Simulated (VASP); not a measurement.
Set up this calculation in VASP 6.6.1, as the native input.

```
Task                   : single point
Functional             : PBE
Dispersion             : D3(BJ)
Potentials or basis    : VASP PAW PBE potentials, release 64 (I)
Cutoff                 : 520 eV
k mesh                 : 18 × 18 × 18
Occupations            : gaussian, width 0.15 eV
Spin                   : no spin polarisation
Dipole correction      : no
Further INCAR settings : ALGO = Normal; EDIFF = 1e-06; NBANDS = 10
```

The structure of I lies in POSCAR:

```
I
1.0
   -2.0893754423      2.0893754423      2.0893754423
    2.0893754423     -2.0893754423      2.0893754423
    2.0893754423      2.0893754423     -2.0893754423
I
1
Direct
    0.0000000000      0.0000000000      0.0000000000
```

These files were run (other wordings do the same):

INCAR

```
PREC = Accurate ; ENCUT = 520
EDIFF = 1E-6 ; ISMEAR = 0
SIGMA = 0.15 ; LREAL = False
LASPH = True ; NELM = 60
ALGO = Normal ; ISIF = 2
LWAVE = False ; LCHARG = True
GGA = PE ; IVDW = 12
LELF = True ; LVHAR = True
NBANDS = 10
```

KPOINTS

```
Automatic mesh
0
Gamma
  18 18 18
```

Potentials or basis: VASP PAW PBE potentials, release 64 (I).

Launch:

```bash
$ cat potpaw_PBE.64/I/POTCAR > POTCAR
$ mpirun -np 1 vasp_std > vasp.out
```

It gave:

```json
{
 "Pressure": "-1.9 GPa",
 "Dispersion energy per atom": "-0.365 eV"
}
```

Caveat: an odd number of electrons without spin polarisation forces a metal; a magnetic or distorted state may lie lower; pairwise dispersion overbinds metals, which lowers pressure and volume.

It took 27 s on 1 thread of Intel(R) Xeon(R) Platinum 8488C (Sapphire Rapids), with other jobs on the host, peak memory 0.21 GiB.
